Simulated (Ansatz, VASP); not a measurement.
# Two plane-wave programs on BaS

POSCAR

```
BaS
1.0
    0.0000000000      3.3215000000      3.4492500000
    3.3215000000      0.0000000000      3.4492500000
    3.3215000000      3.3215000000      0.0000000000
Ba S
1 1
Direct
    0.0000000000      0.0000000000      0.0000000000
    0.5000000000      0.5000000000      0.5000000000
```

Contents of INCAR.step1:

```
PREC     = Accurate       # precision mode
ENCUT    = 520            # plane-wave cutoff, eV
ISMEAR   = 0              # smearing method
SIGMA    = 0.05           # smearing width, eV
LREAL    = False          # projectors in reciprocal space
LASPH    = True           # aspherical terms in the spheres
NELM     = 100            # most SCF steps
NBANDS   = 15             # bands
GGA      = PE             # functional
ALGO     = Normal         # electronic algorithm
EDIFF    = 1E-4           # SCF threshold, eV
LWAVE    = True           # write WAVECAR
LCHARG   = False          # write CHGCAR
```

File INCAR.step2:

```
PREC     = Accurate       # precision mode
ENCUT    = 520            # plane-wave cutoff, eV
EDIFF    = 1E-7           # SCF threshold, eV
ISMEAR   = 0              # smearing method
SIGMA    = 0.05           # smearing width, eV
LREAL    = False          # projectors in reciprocal space
LASPH    = True           # aspherical terms in the spheres
NELM     = 100            # most SCF steps
ALGO     = Normal         # electronic algorithm
ISIF     = 2              # what is computed and relaxed
LWAVE    = False          # write WAVECAR
LCHARG   = False          # write CHGCAR
METAGGA  = R2SCAN         # meta-GGA
LMIXTAU  = True         
NBANDS   = 15             # bands
ISTART   = 1
```

The input KPOINTS:

```
regular mesh
0
Gamma
  6 6 6
```

Input for Ansatz:

```yaml
crystal:
  lattice:
    - [0.0, 3.3215, 3.44925]
    - [3.3215, 0.0, 3.44925]
    - [3.3215, 3.3215, 0.0]
  atoms:
    - { symbol: Ba, position: [0.0, 0.0, 0.0] }
    - { symbol: S, position: [0.5, 0.5, 0.5] }
basis:
  ecutwfc: 500
kpoints:
  mp_grid: { grid: [6, 6, 6] }
hamiltonian:
  xc: r2scan
scf:
  occupations: { method: gaussian, width: 0.05 }
output:
  forces: true
  stress: true
  eigenvalues: true
```

Change from the starting cell: strain +0.040 along x and y, +0.080 along z, atoms carried along.

Alike in both runs: task single point; functional r2SCAN; k mesh 6 × 6 × 6; occupations gaussian, width 0.05 eV; no spin polarisation.

|  | VASP | Ansatz |
| --- | --- | --- |
| version | VASP 6.6.1 | Ansatz 0.2.0 |
| potentials or method | VASP PAW PBE potentials, release 64 (Ba_sv, S), cutoff 520 eV | scalar-relativistic, plane waves, PAW |
| valence electrons in the cell | 16 | 16 |

|  | VASP | Ansatz | Ansatz less VASP |
| --- | --- | --- | --- |
| gap on the k mesh at the Fermi level (eV) | 2.63 | 2.69 | +0.065 |
| least direct gap on the mesh (eV) | 2.83 | 2.87 | +0.041 |
| pressure (GPa) | -4.1 | -4.4 | -0.33 |
| traceless stress, the component that is largest in VASP (GPa) | -0.90 | -0.79 | +0.106 |

VASP's potentials were made for PBE, not for r2SCAN.

Neither program's run includes spin-orbit coupling.
